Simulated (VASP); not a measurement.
# Sn2As3 (P-3m1) in VASP: relaxation of cell and atoms with PBE

Aim: the relaxation of cell and atoms of Sn2As3 with PBE.

Everything below comes from runs of VASP 6.6.1. Logs are shortened: lines on timing, memory, paths and dates and some standing lists are left out, and cuts for length are marked.

### Step 1. The cell of the first run

It takes space group P-3m1 (No. 164, trigonal). The conventional cell has a = 4.355 Å, b = 4.355 Å, c = 6.776 Å, α = 90.00°, β = 90.00°, γ = 120.00°. Sn (site symmetry 3m) has 7 As at 2.62 to 3.01 Å within 3.5 Å. Within 4.0 Å of As (site symmetry -3m) lie 6 Sn at 3.01 Å and 6 As at 3.48 Å. Within 3.5 Å of As (site symmetry 3m) lie 4 Sn at 2.62 to 2.71 Å and 6 As at 3.19 to 3.48 Å.

### Step 2. Relaxation of cell and atoms, PBE

Contents of INCAR:

```
SYSTEM = Sn2As3
  ALGO = Normal
  EDIFF = 1E-7
  EDIFFG = -0.04
  ENCUT = 510
  GGA = PE
  GGA_COMPAT = .False.
  IBRION = 2
  ISIF = 3
  ISMEAR = 0
  LASPH = .True.
  LCHARG = .False.
  LREAL = .False.
  LWAVE = .False.
  NELM = 120
  NELMIN = 4
  NSW = 90
  PREC = Accurate
  SIGMA = 0.1
```

Contents of KPOINTS:

```
k-points
0
Gamma
  6 6 4
  0 0 0
```

Contents of POSCAR:

```
Sn2As3
1.0
    4.3552722162      0.0000000000      0.0000000000
   -2.1776361081      3.7717763797      0.0000000000
    0.0000000000      0.0000000000      6.7760961131
Sn As
2 3
Direct
    0.3333333333      0.6666666667      0.2450000000
    0.6666666667      0.3333333333      0.7550000000
    0.0000000000      0.0000000000      0.0000000000
    0.3333333333      0.6666666667      0.6450000000
    0.6666666667      0.3333333333      0.3550000000
```

Potentials or basis: VASP PAW PBE potentials, release 64 (Sn_d, As_d).

Command:

```console
> cat potpaw_PBE.64/Sn_d/POTCAR potpaw_PBE.64/As_d/POTCAR > POTCAR
> mpirun -np 1 vasp_std > vasp.out
```

OUTCAR:

```text
SYSTEM = Sn2As3
   EDIFF = 1E-7
   EDIFFG = -0.04
   ENCUT = 510
   GGA = PE
   IBRION = 2
   ISIF = 3
   ISMEAR = 0
   LASPH = .True.
   LREAL = .False.
   NELM = 120
   NELMIN = 4
   NSW = 90
   PREC = Accurate

 ion  position               nearest neighbor table
   1  0.333  0.667  0.245-   5 2.62   5 2.62   5 2.62   4 2.71   3 3.01   3 3.01   3 3.01
   2  0.667  0.333  0.755-   4 2.62   4 2.62   4 2.62   5 2.71   3 3.01   3 3.01   3 3.01
   3  0.000  0.000  0.000-   1 3.01   2 3.01   2 3.01   1 3.01   2 3.01   1 3.01
   4  0.333  0.667  0.645-   2 2.62   2 2.62   2 2.62   1 2.71
   5  0.667  0.333  0.355-   1 2.62   1 2.62   1 2.62   2 2.71

  LATTYP: Found a hexagonal cell.
 ALAT       =     4.3552722162
 C/A-ratio  =     1.5558375635

  Lattice vectors:

 A1 = (   4.3552722162,   0.0000000000,   0.0000000000)
 A2 = (  -2.1776361081,   3.7717763797,   0.0000000000)
 A3 = (   0.0000000000,   0.0000000000,   6.7760961131)

Analysis of symmetry for initial positions (statically):
=====================================================================
 Subroutine PRICEL returns:
 Original cell was already a primitive cell.

 Routine SETGRP: Setting up the symmetry group for a
 hexagonal supercell.

 Subroutine GETGRP returns: Found 12 space group operations
 (whereof 12 operations were pure point group operations)
 out of a pool of 24 trial point group operations.

The static configuration has the point symmetry D_3d.

Analysis of symmetry for dynamics (positions and initial velocities):
=====================================================================
 Subroutine PRICEL returns:
 Original cell was already a primitive cell.

 Routine SETGRP: Setting up the symmetry group for a
 hexagonal supercell.

 Subroutine GETGRP returns: Found 12 space group operations
 (whereof 12 operations were pure point group operations)
 out of a pool of 24 trial point group operations.

The dynamic configuration has the point symmetry D_3d.

 Subroutine INISYM returns: Found 12 space group operations
 (whereof 12 operations are pure point group operations),
 and found     1 'primitive' translations

----------------------------------------------------------------------------------------

                                     Primitive cell

  volume of cell :     111.3117

  direct lattice vectors                    reciprocal lattice vectors
[... 84 lines left out ...]
   ISTART =      0    job   : 0-new  1-cont  2-samecut
   ICHARG =      2    charge: 1-file 2-atom 10-const
   ISPIN  =      1    spin polarized calculation?
   LNONCOLLINEAR =      F non collinear calculations
   LSORBIT =      F    spin-orbit coupling
   LASPH  =      T    aspherical Exc in radial PAW
   ENCUT  =  510.0 eV  37.48 Ry    6.12 a.u.   8.02  8.02 12.48*2*pi/ulx,y,z
   NELM   =    120;   NELMIN=  4; NELMDL= -5     # of ELM steps
   EDIFF  = 0.1E-06   stopping-criterion for ELM
   LREAL  =      F    real-space projection
   EDIFFG = -.4E-01   stopping-criterion for IOM
   NSW    =     90    number of steps for IOM
   IBRION =      2    ionic relax: 0-MD 1-quasi-New 2-CG
   NFREE  =      1    steps in history (QN), initial steepest desc. (CG)
   ISIF   =      3    stress and relaxation
   ISYM   =      2    0-nonsym 1-usesym 2-fastsym
   POTIM  = 0.5000    time-step for ionic-motion
   TEBEG  =    0.0;   TEEND  =   0.0 temperature during run
   PSTRESS=    0.0 pullay stress
   NELECT =      73.0000    total number of electrons
   NUPDOWN=      -1.0000    fix difference up-down
   EMIN   =  10.00;   EMAX   =-10.00  energy-range for DOS
   EFERMI =   0.00;   METHOD = LEGACY
   ISMEAR =     0;   SIGMA  =   0.10  broadening in eV -4-tet -1-fermi 0-gaus
   EFERMI_NEDOS =   21; number of points for ismear=-14 and -15
   IALGO  =     38    algorithm
   IMIX   =      4    mixing-type and parameters
     AMIX     =   0.40;   BMIX     =  1.00
     AMIX_MAG =   1.60;   BMIX_MAG =  1.00
  volume/ion in A,a.u.               =      22.26       150.23
  Fermi-wavevector in a.u.,A,eV,Ry     =   1.422336  2.687825 27.525124  2.023040
  Thomas-Fermi vector in A             =   2.543051
   LORBIT       =      0    0 simple, 1 ext, 2 COOP (PROOUT), +10 PAW based schemes
   GGA     = PE    functional components
   LHFCALC =     F    Hartree Fock is set to
   AEXX    =    0.0000 exact exchange contribution
   IVDW    =     0    specifies the selected vdW correction
   LEPSILON=     F    determine dielectric tensor
   LRPA    =     F    only Hartree local field effects (RPA)
 conjugate gradient relaxation of ions
 non-spin polarized calculation
 Gauss-broadening in eV      SIGMA  =   0.10
  energy-cutoff  :      510.00
  volume of cell :      111.31
 maximum number of plane-waves:      2922
   NGX = 17   NGY = 17   NGZ = 25

--------------------------------------- Ionic step        1  -------------------------------------------

 number of electron      73.0000020 magnetization

 Free energy of the ion-electron system (eV)
  ---------------------------------------------------
  ext. energy  EPLUGINS =         0.00000000
  ---------------------------------------------------
  free energy    TOTEN  =       -19.36380438 eV

  energy without entropy =      -19.33773795  energy(sigma->0) =      -19.35077117

------------------------ aborting loop because EDIFF is reached ----------------------------------------

  FORCE on cell =-STRESS in cart. coord.  units (eV):
  Direction    XX          YY          ZZ          XY          YZ          ZX
  --------------------------------------------------------------------------------------
  -------------------------------------------------------------------------------------
  Total        9.3542651      9.3542651      8.2580975     -0.0000000      0.0000000      0.0000000
  in kB      134.6416601    134.6416601    118.8638488     -0.0000000      0.0000000      0.0000000
  external PRESSURE =     129.3823897 kB  Pullay stress =       0.0000000 kB
[... 2323 lines left out ...]
     42       9.7678      0.00000
     43      10.1917      0.00000

[... ionic steps 4 to 29 ...]

--------------------------------------- Ionic step       30  -------------------------------------------

 number of electron      72.9999986 magnetization

------------------------ aborting loop because EDIFF is reached ----------------------------------------
[... 73 lines left out ...]
--------------------------------------- Ionic step       32  -------------------------------------------

 number of electron      72.9999962 magnetization

 Free energy of the ion-electron system (eV)
  ---------------------------------------------------
  ext. energy  EPLUGINS =         0.00000000
  ---------------------------------------------------
  free energy    TOTEN  =       -21.11336106 eV

  energy without entropy =      -21.10385347  energy(sigma->0) =      -21.10860726

 E-fermi :   4.2484     XC(G=0):  -9.7026

 val. band max:        4.2336171153   @ k =   0.3333   0.0000   0.0000
 cond. band min:       4.3020903793   @ k =   0.0000   0.0000   0.2500
 fundamental gap:      0.0684732641
 Fermi energy:         4.2484057982
[... 1134 lines left out ...]
  FREE ENERGIE OF THE ION-ELECTRON SYSTEM (eV)
  ---------------------------------------------------
  free  energy   TOTEN  =       -21.1133610585 eV

  energy  without entropy=      -21.1038534661  energy(sigma->0) =      -21.10860726

 reached required accuracy - stopping structural energy minimisation
```

CONTCAR:

```text
Sn2As3
   1.00000000000000
     4.4889787318078431   -0.0000000000000000    0.0000000000000000
    -2.2444893659039220    3.8875696188720843   -0.0000000000000000
     0.0000000000000000    0.0000000000000001    7.8696488089779235
  Sn              As
     2     3
Direct
     0.3333333332999970    0.6666666667000030    0.1776341334796329
     0.6666666667000030    0.3333333332999970    0.8223658665203670
     0.0000000000000000    0.0000000000000000    0.0000000000000000
     0.3333333332999970    0.6666666667000030    0.5402102413765237
     0.6666666667000030    0.3333333332999970    0.4597897586234764

  0.00000000E+00  0.00000000E+00  0.00000000E+00
  0.00000000E+00  0.00000000E+00  0.00000000E+00
  0.00000000E+00  0.00000000E+00  0.00000000E+00
  0.00000000E+00  0.00000000E+00  0.00000000E+00
  0.00000000E+00  0.00000000E+00  0.00000000E+00
```

Run time: 43 min. Hardware: 1 thread of AMD EPYC 7R43 (Zen 3), shared host; peak memory 0.22 GiB.

Results:

```yaml
Free_energy: -21.1134 eV
Relaxed_volume: 27.47 Å³/atom
Relaxed_cell: a = 4.489 Å, b = 4.489 Å, c = 7.870 Å, α = 90.00°, β = 90.00°, γ = 120.00°
Space_group_after_relaxing_to_0.1_Å: P-3m1 (No. 164)
Energy_gained_by_relaxing: 349.9 meV/atom
Ionic_steps: 32
Pressure_after_relaxing: 0.0 GPa
Largest_force_after_relaxing: 0.014 eV/Å
Band_gap_on_the_k_mesh: zero (an odd number of electrons rules out a gap without spin polarisation)
```

Forces on the atoms (eV/Å):
```
Sn   0.000  0.000 -0.003
Sn   0.000  0.000  0.003
As   0.000  0.000  0.000
As   0.000  0.000 -0.014
As   0.000  0.000  0.014
```

The path:
| step | energy change (eV) | largest force (eV/Å) | pressure (GPa) | volume (Å³) |
| --- | --- | --- | --- | --- |
| 1 | 0.0000 | 1.8142 | 12.94 | 111.31 |
| 2 | -0.6452 | 0.3291 | -4.40 | 142.85 |
| 3 | -0.8035 | 0.6881 | -0.63 | 131.46 |
| 4 | -0.8566 | 0.6234 | -0.51 | 130.43 |
| 5 | -0.9803 | 0.3817 | 0.05 | 127.34 |
| 6 | -0.9892 | 0.3463 | 2.15 | 121.28 |
| 7 | -1.0311 | 0.2887 | 0.97 | 124.25 |
| 8 | -1.0443 | 0.2400 | -1.18 | 128.86 |
| 9 | -1.0486 | 0.2485 | -0.51 | 127.28 |
| 10 | -1.0723 | 0.2067 | -0.29 | 126.94 |
| 11 | -1.1640 | 0.3980 | 0.61 | 125.85 |
| 12 | -1.4723 | 0.5713 | 4.29 | 123.37 |
| 13 | -0.1834 | 1.0794 | 17.32 | 117.36 |
| 14 | -1.4661 | 0.2476 | 6.87 | 122.20 |
| 15 | -1.5065 | 0.1970 | 5.74 | 122.79 |
| 16 | -1.5095 | 0.1810 | 5.47 | 122.93 |
| 17 | -1.5111 | 0.1846 | 5.50 | 122.96 |
| 18 | -1.5150 | 0.1948 | 5.58 | 123.03 |
| 19 | -1.5199 | 0.2126 | 5.73 | 123.19 |
| 20 | -1.5183 | 0.2362 | 6.05 | 123.49 |
| 21 | -1.5209 | 0.2232 | 5.87 | 123.31 |
| 22 | -1.5283 | 0.2229 | 5.75 | 123.52 |
| 23 | -1.5496 | 0.2210 | 5.41 | 124.16 |
| 24 | -1.5886 | 0.2163 | 4.75 | 125.43 |
| 25 | -1.6527 | 0.2045 | 3.51 | 127.99 |
| 26 | -1.7294 | 0.1779 | 1.34 | 133.22 |
| 27 | -1.7053 | 0.2077 | -2.03 | 144.10 |
| 28 | -1.7458 | 0.1521 | -0.20 | 137.58 |
| 29 | -1.7459 | 0.1536 | -0.08 | 137.23 |
| 30 | -1.7465 | 0.1385 | -0.07 | 137.24 |
| 31 | -1.7482 | 0.0916 | -0.04 | 137.27 |
| 32 | -1.7496 | 0.0141 | 0.02 | 137.33 |

Final structure:
```
Sn As
1.0
     4.48898    0.00000    0.00000
    -2.24449    3.88757    0.00000
     0.00000    0.00000    7.86965
Sn As
2 3
Direct
  0.33333 0.66667 0.17763
  0.66667 0.33333 0.82237
  0.00000 0.00000 0.00000
  0.33333 0.66667 0.54021
  0.66667 0.33333 0.45979
```

Caveat: the volume moved by over 15 % at a fixed basis, so the end points are rough; spin-orbit coupling is left out, which moves the levels of the heavy elements; an odd number of electrons without spin polarisation forces a metal; a magnetic or distorted state may lie lower.

The gap in the log of VASP goes by the Fermi energy; the results here count the filled bands.